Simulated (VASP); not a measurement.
# CdHg2Se3 (C2) in VASP: a series of runs

CdHg2Se3 is run at these levels: PBE; tasks: single point.

Program: VASP 6.6.1. These are calculated values, not measurements. Logs are shortened: lines on timing, memory, paths and dates and some standing lists are left out, and cuts for length are marked.

**1. The cell of the first run**

The structure is monoclinic, space group C2 (No. 5). The conventional cell has a = 7.262 Å, b = 5.046 Å, c = 10.147 Å, α = 90.00°, β = 96.51°, γ = 90.00°. Within 3.5 Å of Cd (site symmetry 2) lie 4 Se at 2.68 to 2.77 Å. Within 3.3 Å of Hg (site symmetry 1) lie 2 Se at 2.51 Å. Within 3.3 Å of Se (site symmetry 2) lie 2 Hg at 2.51 Å. Se (site symmetry 1) has 1 Hg at 2.51 Å and 2 Cd at 2.68 to 2.77 Å within 3.3 Å.

**2. Single point, PBE (30.79 Å³/atom)**

INCAR

```
PREC = Accurate
ENCUT = 520
EDIFF = 1E-6
ISMEAR = 0
SIGMA = 0.02
LREAL = F
LASPH = T
NELM = 80
ALGO = Normal
ISIF = 2
LWAVE = F
LCHARG = F
GGA = PE
NBANDS = 36
```

KPOINTS

```
Automatic mesh
0
Gamma
  8 8 4
```

POSCAR

```
CdHg2Se3
1.0
    3.6308188205     -2.5229246635     -0.0320740838
    3.6308188205      2.5229246635     -0.0320740838
   -1.0610008635      0.0000000000     10.0917039953
Cd Hg Se
1 2 3
Direct
    0.3508623688      0.6491376312      0.0000000000
    0.9970881180      0.2608519860      0.6728131990
    0.7391480140      0.0029118820      0.3271868010
    0.5420799595      0.4579200405      0.5000000000
    0.9269191398      0.5560976003      0.1505637148
    0.4439023997      0.0730808602      0.8494362852
```

Potentials or basis: VASP PAW PBE potentials, release 64 (Cd, Hg, Se).

Command:

```console
> cat potpaw_PBE.64/Cd/POTCAR potpaw_PBE.64/Hg/POTCAR potpaw_PBE.64/Se/POTCAR > POTCAR
> mpirun -np 1 vasp_std > vasp.out
```

OUTCAR:

```text
PREC = Accurate
   ENCUT = 520
   EDIFF = 1E-6
   ISMEAR = 0
   LREAL = F
   LASPH = T
   NELM = 80
   ISIF = 2
   GGA = PE

 ion  position               nearest neighbor table
   1  0.351  0.649  0.000-   5 2.68   6 2.68   5 2.77   6 2.77
   2  0.997  0.261  0.673-   6 2.51   4 2.51   3 3.78
   3  0.739  0.003  0.327-   5 2.51   4 2.51   2 3.78
   4  0.542  0.458  0.500-   2 2.51   3 2.51
   5  0.927  0.556  0.151-   3 2.51   1 2.68   1 2.77
   6  0.444  0.073  0.849-   2 2.51   1 2.68   1 2.77

  LATTYP: Found a base centered monoclinic cell.
 ALAT       =     7.2619209729
 B/A-ratio  =     0.6948367169
 C/A-ratio  =     1.3973334903
 COS(beta)  =    -0.1133406564

  Lattice vectors:

 A1 = (   3.6308188205,  -2.5229246635,  -0.0320740838)
 A2 = (   3.6308188205,   2.5229246635,  -0.0320740838)
 A3 = (  -1.0610008635,   0.0000000000,  10.0917039953)

Analysis of symmetry for initial positions (statically):
=====================================================================
 Subroutine PRICEL returns:
 Original cell was already a primitive cell.

 Routine SETGRP: Setting up the symmetry group for a
 base centered monoclinic supercell.

 Subroutine GETGRP returns: Found  2 space group operations
 (whereof  2 operations were pure point group operations)
 out of a pool of  4 trial point group operations.

The static configuration has the point symmetry C_2 .

Analysis of symmetry for dynamics (positions and initial velocities):
=====================================================================
 Subroutine PRICEL returns:
 Original cell was already a primitive cell.

 Routine SETGRP: Setting up the symmetry group for a
 base centered monoclinic supercell.

 Subroutine GETGRP returns: Found  2 space group operations
 (whereof  2 operations were pure point group operations)
 out of a pool of  4 trial point group operations.

The dynamic configuration has the point symmetry C_2 .

 Subroutine INISYM returns: Found  2 space group operations
 (whereof  2 operations are pure point group operations),
 and found     1 'primitive' translations

----------------------------------------------------------------------------------------

                                     Primitive cell

  volume of cell :     184.7140

  direct lattice vectors                    reciprocal lattice vectors
     3.630818821 -2.522924663 -0.032074084     0.137838001 -0.198182691  0.014491729
     3.630818821  2.522924663 -0.032074084     0.137838001  0.198182691  0.014491729
    -1.061000863  0.000000000 10.091703995     0.000876171  0.000000000  0.099183410

  length of vectors
     4.421427701  4.421427701 10.147325380     0.241838177  0.241838177  0.099187280

  position of ions in fractional coordinates (direct lattice)
     0.350862369  0.649137631  0.000000000
     0.997088118  0.260851986  0.672813199
     0.739148014  0.002911882  0.327186801
     0.542079960  0.457920040  0.500000000
     0.926919140  0.556097600  0.150563715
     0.443902400  0.073080860  0.849436285

  ion indices of the primitive-cell ions
   primitive index   ion index
                 1           1
                 2           2
                 3           3
                 4           4
                 5           5
                 6           6

----------------------------------------------------------------------------------------

 KPOINTS: Automatic mesh

Automatic generation of k-mesh.
 Grid dimensions read from file:
 generate k-points for:    8    8    4

 Generating k-lattice:

  Cartesian coordinates                     Fractional coordinates (reciprocal lattice)
     0.017229750 -0.024772836  0.001811466     0.125000000 -0.000000000  0.000000000
     0.017229750  0.024772836  0.001811466    -0.000000000  0.125000000  0.000000000
     0.000219043  0.000000000  0.024795853     0.000000000  0.000000000  0.250000000

  Length of vectors
     0.030229772  0.030229772  0.024796820

  Shift w.r.t. Gamma in fractional coordinates (k-lattice)
     0.000000000  0.000000000  0.000000000

 Subroutine IBZKPT returns following result:
 ===========================================

 Found     78 irreducible k-points:

 Following reciprocal coordinates:
            Coordinates               Weight
  0.000000  0.000000  0.000000      1.000000
  0.125000 -0.000000  0.000000      4.000000
  0.250000 -0.000000  0.000000      4.000000
  0.375000 -0.000000  0.000000      4.000000
  0.500000 -0.000000  0.000000      2.000000
  0.125000  0.125000  0.000000      2.000000
[... 16 lines left out ...]
  0.125000 -0.000000  0.250000      4.000000
  0.250000 -0.000000  0.250000      4.000000
 [... further k-points ...]
   k-points           NKPTS =     78   k-points in BZ     NKDIM =     78   number of bands    NBANDS=     36
   number of dos      NEDOS =    301   number of ions     NIONS =      6
   total plane-waves  NPLWV = 103680
   dimension x,y,z NGX =    36 NGY =   36 NGZ =   80
   dimension x,y,z NGXF=    72 NGYF=   72 NGZF=  160
   ions per type =               1   2   3
   NGX,Y,Z   is equivalent  to a cutoff of  13.54, 13.54, 13.11 a.u.
   NGXF,Y,Z  is equivalent  to a cutoff of  27.07, 27.07, 26.21 a.u.
 SYSTEM =  unknown system
   PREC   = accura    normal or accurate (medium, high low for compatibility)
   ISTART =      0    job   : 0-new  1-cont  2-samecut
   ICHARG =      2    charge: 1-file 2-atom 10-const
   ISPIN  =      1    spin polarized calculation?
   LNONCOLLINEAR =      F non collinear calculations
   LSORBIT =      F    spin-orbit coupling
   LASPH  =      T    aspherical Exc in radial PAW
   ENCUT  =  520.0 eV  38.22 Ry    6.18 a.u.   8.22  8.22 18.87*2*pi/ulx,y,z
   NELM   =     80;   NELMIN=  2; NELMDL= -5     # of ELM steps
   EDIFF  = 0.1E-05   stopping-criterion for ELM
   LREAL  =      F    real-space projection
   EDIFFG = 0.1E-04   stopping-criterion for IOM
   NSW    =      0    number of steps for IOM
   IBRION =     -1    ionic relax: 0-MD 1-quasi-New 2-CG
   NFREE  =      0    steps in history (QN), initial steepest desc. (CG)
   ISIF   =      2    stress and relaxation
   ISYM   =      2    0-nonsym 1-usesym 2-fastsym
   POTIM  = 0.5000    time-step for ionic-motion
   TEBEG  =    0.0;   TEEND  =   0.0 temperature during run
   PSTRESS=    0.0 pullay stress
   NELECT =      54.0000    total number of electrons
   NUPDOWN=      -1.0000    fix difference up-down
   EMIN   =  10.00;   EMAX   =-10.00  energy-range for DOS
   EFERMI =   0.00;   METHOD = LEGACY
   ISMEAR =     0;   SIGMA  =   0.02  broadening in eV -4-tet -1-fermi 0-gaus
   EFERMI_NEDOS =   21; number of points for ismear=-14 and -15
   IALGO  =     38    algorithm
   IMIX   =      4    mixing-type and parameters
     AMIX     =   0.40;   BMIX     =  1.00
     AMIX_MAG =   1.60;   BMIX_MAG =  1.00
  volume/ion in A,a.u.               =      30.79       207.75
  Fermi-wavevector in a.u.,A,eV,Ry     =   1.086524  2.053233 16.062157  1.180535
  Thomas-Fermi vector in A             =   2.222663
   LORBIT       =      0    0 simple, 1 ext, 2 COOP (PROOUT), +10 PAW based schemes
   GGA     = PE    functional components
   LHFCALC =     F    Hartree Fock is set to
   AEXX    =    0.0000 exact exchange contribution
   IVDW    =     0    specifies the selected vdW correction
   LEPSILON=     F    determine dielectric tensor
   LRPA    =     F    only Hartree local field effects (RPA)
 non-spin polarized calculation
 Gauss-broadening in eV      SIGMA  =   0.02
  energy-cutoff  :      520.00
  volume of cell :      184.71
 maximum number of plane-waves:      4998
 NGX is ok and might be reduce to    36
   NGX = 17   NGY = 17   NGZ = 37

 number of electron      53.9999999 magnetization

 Free energy of the ion-electron system (eV)
  ---------------------------------------------------
  ext. energy  EPLUGINS =         0.00000000
  ---------------------------------------------------
  free energy    TOTEN  =       -13.36448980 eV

  energy without entropy =      -13.36448980  energy(sigma->0) =      -13.36448980

 E-fermi :   0.7863     XC(G=0):  -8.6857

 val. band max:        0.6673657768   @ k =   0.0000   0.0000   0.0000
 cond. band min:       1.7265953137   @ k =   0.0000   0.0000   0.0000
 fundamental gap:      1.0592295369
 Fermi energy:         0.7863192316

 k-point     1 :       0.0000    0.0000    0.0000
  band No.  band energies     occupation
      1     -12.0559      2.00000
      2     -11.4537      2.00000
      3     -11.4095      2.00000
      4      -7.1943      2.00000
      5      -7.0600      2.00000
      6      -7.0215      2.00000
[... 28 lines left out ...]
     35       6.9460      0.00000
     36       7.5925      0.00000

 k-point     2 :       0.1250   -0.0000    0.0000
  band No.  band energies     occupation
      1     -12.0177      2.00000
      2     -11.4615      2.00000
      3     -11.3879      2.00000
      4      -7.1864      2.00000
      5      -7.0543      2.00000
      6      -7.0102      2.00000
[... 28 lines left out ...]
     35       6.8596      0.00000
     36       7.3672      0.00000

 k-point     3 :       0.2500   -0.0000    0.0000
  band No.  band energies     occupation
      1     -11.9193      2.00000
      2     -11.4658      2.00000
      3     -11.3544      2.00000
      4      -7.1652      2.00000
      5      -7.0522      2.00000
      6      -6.9806      2.00000
[... 28 lines left out ...]
     35       6.8587      0.00000
     36       7.1349      0.00000
[... 742 lines left out ...]
 k-point    23 :       0.1250   -0.0000    0.2500
  band No.  band energies     occupation
      1     -11.9683      2.00000
      2     -11.6509      2.00000
      3     -11.2421      2.00000
      4      -7.1941      2.00000
      5      -7.0406      2.00000
      6      -7.0091      2.00000
[... 28 lines left out ...]
     35       6.6683      0.00000
     36       7.1616      0.00000

 k-point    24 :       0.2500   -0.0000    0.2500
  band No.  band energies     occupation
      1     -11.8733      2.00000
      2     -11.6128      2.00000
      3     -11.2499      2.00000
      4      -7.1727      2.00000
      5      -7.0503      2.00000
      6      -6.9764      2.00000
[... 28 lines left out ...]
     35       6.7605      0.00000
     36       7.3589      0.00000

 [... further k-points ...]

------------------------ aborting loop because EDIFF is reached ----------------------------------------

  FORCE on cell =-STRESS in cart. coord.  units (eV):
  Direction    XX          YY          ZZ          XY          YZ          ZX
  --------------------------------------------------------------------------------------
  -------------------------------------------------------------------------------------
  Total       -0.2380353     -0.0703231     -0.0195100      0.0000000      0.0000000      0.1173029
  in kB       -2.0646769     -0.6099700     -0.1692261      0.0000000      0.0000000      1.0174652
  external PRESSURE =      -0.9479577 kB  Pullay stress =       0.0000000 kB

 VOLUME and BASIS-vectors are now :
 -----------------------------------------------------------------------------
  energy-cutoff  :      520.00
  volume of cell :      184.71
      direct lattice vectors                 reciprocal lattice vectors
     3.630818821 -2.522924663 -0.032074084     0.137838001 -0.198182691  0.014491729
     3.630818821  2.522924663 -0.032074084     0.137838001  0.198182691  0.014491729
    -1.061000863  0.000000000 10.091703995     0.000876171  0.000000000  0.099183410

 POSITION                                       TOTAL-FORCE (eV/Angst)
 -----------------------------------------------------------------------------------
      3.63082      0.75253     -0.03207        -0.000000     -0.003718      0.000000
      3.85350     -1.85747      6.74948        -0.000605      0.001991     -0.002772
      2.34714     -1.85747      3.27807         0.000605      0.001991      0.002772
      3.10032     -0.21233      5.01378        -0.000000      0.090635     -0.000000
      5.22482     -0.93555      1.47188        -0.026862     -0.045449     -0.028605
      0.97582     -0.93555      8.55568         0.026862     -0.045449      0.028605
 -----------------------------------------------------------------------------------
    total drift:                               -0.000000     -0.000670      0.000000

  FREE ENERGIE OF THE ION-ELECTRON SYSTEM (eV)
  ---------------------------------------------------
  free  energy   TOTEN  =       -13.3644898014 eV

  energy  without entropy=      -13.3644898014  energy(sigma->0) =      -13.36448980
```

Wall time 11 min (1 thread of Intel Xeon 8259CL, shared host); peak memory 0.64 GiB.

What came out:

```
Free energy            : -13.3645 eV
Pressure               : -0.1 GPa
Largest force          : 0.091 eV/Å
Band gap on the k mesh : 1.06 eV
```

Forces on the atoms (eV/Å):
```
Cd   0.000 -0.004  0.000
Hg  -0.001  0.002 -0.003
Hg   0.001  0.002  0.003
Se   0.000  0.091  0.000
Se  -0.027 -0.045 -0.029
Se   0.027 -0.045  0.029
```

Stress tensor (GPa, compression positive):
```
-0.21  0.00  0.10
 0.00 -0.06  0.00
 0.10  0.00 -0.02
```

Caveat: spin-orbit coupling is left out, which moves the levels of the heavy elements. A k mesh can miss the band edges.

**3. Single point, PBE**

This run uses another cell than the first one, of 29.04 Å³/atom.

INCAR

```
SYSTEM = CdHg2Se3
PREC     = Accurate       ! precision mode
ENCUT    = 520            ! plane-wave cutoff, eV
EDIFF    = 1E-6           ! SCF threshold, eV
ISMEAR   = 0              ! smearing method
SIGMA    = 0.02           ! smearing width, eV
LREAL    = .FALSE.        ! projectors in reciprocal space
LASPH    = .TRUE.         ! aspherical terms in the spheres
NELM     = 100            ! most SCF steps
ALGO     = Normal         ! electronic algorithm
ISIF     = 2              ! what is computed and relaxed
LWAVE    = .FALSE.        ! write WAVECAR
LCHARG   = .FALSE.        ! write CHGCAR
GGA      = PE             ! functional
NBANDS   = 36             ! bands
```

KPOINTS

```
regular mesh
0
G
  8 8 4
  0 0 0
```

POSCAR

```
CdHg2Se3
1.0
    3.6762645000     -2.3664497000      0.0000000000
    3.6762645000      2.3664497000      0.0000000000
   -0.9860705000      0.0000000000     10.0152070000
Cd Hg Se
1 2 3
Direct
    0.3626760000      0.6373240000      0.0000000000
    0.9961470000      0.2820260000      0.6706310000
    0.7179740000      0.0038530000      0.3293690000
    0.5110200000      0.4889800000      0.5000000000
    0.9466300000      0.5344470000      0.1540750000
    0.4655530000      0.0533700000      0.8459250000
```

Potentials or basis: VASP PAW PBE potentials, release 64 (Cd, Hg, Se).

Command:

```console
> cat potpaw_PBE.64/Cd/POTCAR potpaw_PBE.64/Hg/POTCAR potpaw_PBE.64/Se/POTCAR > POTCAR
> mpirun -np 1 vasp_std > vasp.out
```

Wall time 4 min (1 thread of Intel Xeon 6975P-C (Granite Rapids), shared host); peak memory 0.61 GiB.

The run converged. Its results:

* Free energy: -13.3769 eV
* Pressure: 0.3 GPa
* Largest force: 0.088 eV/Å
* Band gap on the k mesh: 0.95 eV (least direct gap 0.98 eV)

Forces in eV/Å, atoms in the order of the input:
```
Cd   0.000  0.005  0.000
Hg   0.006 -0.001 -0.004
Hg  -0.006 -0.001  0.004
Se   0.000  0.088  0.000
Se  -0.019 -0.046 -0.026
Se   0.019 -0.046  0.026
```

Stress tensor (GPa, compression positive):
```
0.17 0.00 0.12
0.00 0.36 0.00
0.12 0.00 0.36
```

Levels at points of the mesh, in eV from the valence-band top:
```tsv
k point	band 23	band 24	band 25	band 26	band 27	band 28	band 29	band 30	band 31	band 32
(0.00, 0.00, 0.00)	-1.13	-0.89	-0.47	-0.30	-0.03	0.95	2.72	2.92	3.96	4.53
(0.50, 0.00, 0.00)	-2.00	-1.55	-1.22	-0.62	-0.45	1.58	2.54	2.77	3.56	5.42
(0.50, 0.50, 0.00)	-2.12	-1.92	-1.24	-1.18	-0.99	1.76	2.55	2.62	3.00	4.50
(0.00, 0.00, 0.50)	-0.98	-0.93	-0.46	-0.30	0.00	1.78	2.00	2.71	3.93	5.52
(0.50, 0.00, 0.50)	-2.17	-1.52	-1.17	-0.64	-0.45	1.68	2.45	3.22	3.40	5.09
(0.50, 0.50, 0.50)	-2.02	-1.89	-1.88	-1.17	-0.76	1.84	2.50	2.54	3.72	3.97
```

Caveat: spin-orbit coupling is left out, which moves the levels of the heavy elements.

**4. Single point, PBE**

This run uses another cell than the first one, of 29.04 Å³/atom.

INCAR

```
PREC = Accurate
ENCUT = 520
EDIFF = 1E-6
ISMEAR = 0
SIGMA = 0.02
LREAL = False
LASPH = True
NELM = 60
ALGO = Normal
ISIF = 2
LWAVE = False
LCHARG = False
GGA = PE
NBANDS = 36
```

KPOINTS

```
Automatic mesh
0
Gamma
  8 8 4
```

POSCAR is that of step 3.

Command:

```console
> cat potpaw_PBE.64/Cd/POTCAR potpaw_PBE.64/Hg/POTCAR potpaw_PBE.64/Se/POTCAR > POTCAR
> mpirun -np 1 vasp_std > vasp.out
```

It took 3.7 min on 1 thread of Intel Xeon 6975P-C (Granite Rapids), shared host; peak memory 0.62 GiB.

Results (log left out):

- Free energy: -13.3769 eV
- Pressure: 0.3 GPa
- Largest force: 0.088 eV/Å
- Band gap on the k mesh: 0.95 eV (least direct gap 0.98 eV)

Forces on the atoms (eV/Å):
```
Cd   0.000  0.005  0.000
Hg   0.006 -0.001 -0.004
Hg  -0.006 -0.001  0.004
Se   0.000  0.088  0.000
Se  -0.019 -0.046 -0.026
Se   0.019 -0.046  0.026
```

Stress tensor (GPa, compression positive):
```
0.17 0.00 0.12
0.00 0.36 0.00
0.12 0.00 0.36
```

Levels at points of the mesh, in eV from the valence-band top:
| k point | band 24 | band 25 | band 26 | band 27 | band 28 | band 29 | band 30 | band 31 |
| --- | --- | --- | --- | --- | --- | --- | --- | --- |
| (0.00, 0.00, 0.00) | -0.89 | -0.47 | -0.30 | -0.03 | 0.95 | 2.72 | 2.92 | 3.96 |
| (0.50, 0.00, 0.00) | -1.55 | -1.22 | -0.62 | -0.45 | 1.58 | 2.54 | 2.77 | 3.56 |
| (0.50, 0.50, 0.00) | -1.92 | -1.24 | -1.18 | -0.99 | 1.76 | 2.55 | 2.62 | 3.00 |
| (0.00, 0.00, 0.50) | -0.93 | -0.46 | -0.30 | 0.00 | 1.78 | 2.00 | 2.71 | 3.93 |
| (0.50, 0.00, 0.50) | -1.52 | -1.17 | -0.64 | -0.45 | 1.68 | 2.45 | 3.22 | 3.40 |
| (0.50, 0.50, 0.50) | -1.89 | -1.88 | -1.17 | -0.76 | 1.84 | 2.50 | 2.54 | 3.72 |

Caveat: spin-orbit coupling is left out, which moves the levels of the heavy elements. A k mesh can miss the band edges.
